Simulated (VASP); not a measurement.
A run of VASP 6.6.1 is set up as follows.

File INCAR:

```
ALGO = Normal
EDIFF = 1E-6
ENCUT = 520
GGA = PE
ISIF = 2
ISMEAR = -1
LASPH = True
LCHARG = True
LELF = True
LREAL = False
LVHAR = True
LWAVE = False
NBANDS = 11
NELM = 100
PREC = Accurate
SIGMA = 0.03
```

File KPOINTS:

```
k-points
0
Gamma
  13 13 13
```

The input POSCAR:

```
Hf
1.0
   -0.0222000000      2.2089000000      2.2089000000
    2.2089000000     -0.0222000000      2.2089000000
    2.2089000000      2.2089000000     -0.0222000000
Hf
1
Direct
    0.0000000000      0.0000000000      0.0000000000
```

Potentials or basis: VASP PAW PBE potentials, release 64 (Hf_pv).

Launch:

```bash
$ cat potpaw_PBE.64/Hf_pv/POTCAR > POTCAR
$ mpirun -np 1 vasp_std > vasp.out
```

**Question.** Estimate the pressure.

**Answer.** 2.8 GPa.

**Question.** What does it give for the band gap on the k mesh?

**Answer.** Zero (band 5 reaches 6.24 eV, above the bottom of band 6 at 4.32 eV).

Stress tensor (GPa, compression positive):
```
2.83 0.74 0.74
0.74 2.83 0.74
0.74 0.74 2.83
```

Caveat: the cell differs from its parent crystal (equal xy, yz and zx shear strains of -1 %); spin-orbit coupling is left out, which moves the levels of the heavy elements.
